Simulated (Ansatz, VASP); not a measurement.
## Be: VASP beside Ansatz

```
Be
1.0
    -1.25312    1.25312    1.22806
     1.25312   -1.25312    1.22806
     1.25312    1.25312   -1.22806
Be
1
Direct
  0.00000 0.00000 0.00000
```

Change from the starting cell: zz strain of -2 %.

Alike in both runs: task single point; functional PBEsol; k mesh 23 × 23 × 23; occupations fermi-dirac, width 0.03 eV; no spin polarisation.

|  | VASP | Ansatz |
| --- | --- | --- |
| version | VASP 6.6.1 | Ansatz 0.2.0 |
| potentials or method | VASP PAW PBE potentials, release 64 (Be), cutoff 520 eV | all-electron LAPW, scalar-relativistic |

Ansatz gave:

```
pressure (GPa)                                                : 0.4
traceless stress, the component that is largest in VASP (GPa) : 0.18
```

Task: What did VASP give for the same quantities?

Result: Pressure (GPa): 0.9; traceless stress, the component that is largest in VASP (GPa): 0.18.

VASP's potentials were made for PBE, not for PBEsol. Ansatz ran all-electron here, and VASP with PAW potentials.
